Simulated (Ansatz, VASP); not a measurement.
Lu: VASP beside Ansatz

```
Lu
1.0
     0.00000    2.45233    2.45233
     2.45233    0.00000    2.45233
     2.45233    2.45233    0.00000
Lu
1
Direct
  0.00000 0.00000 0.00000
```

Alike in both runs: task relaxation of cell and atoms; functional revPBE; k mesh 11 × 11 × 11; occupations fermi-dirac, width 0.1 eV; no spin polarisation.

```csv
,VASP,Ansatz
version,VASP 6.6.1,Ansatz 0.2.0
potentials or method,"VASP PAW PBE potentials, release 64 (Lu), cutoff 600 eV","plane waves (420 eV) with PAW, scalar-relativistic"
valence electrons in the cell,25,25
```

|  | VASP | Ansatz | Ansatz less VASP |
| --- | --- | --- | --- |
| relaxed volume (Å³/atom) | 30.29 | 30.18 | -0.104 |
| relaxed cell length with the largest relative difference (Å) | 3.499 | 3.495 | -0.0040 |

VASP's potentials were made for PBE, not for revPBE.

Neither program's run includes spin-orbit coupling.
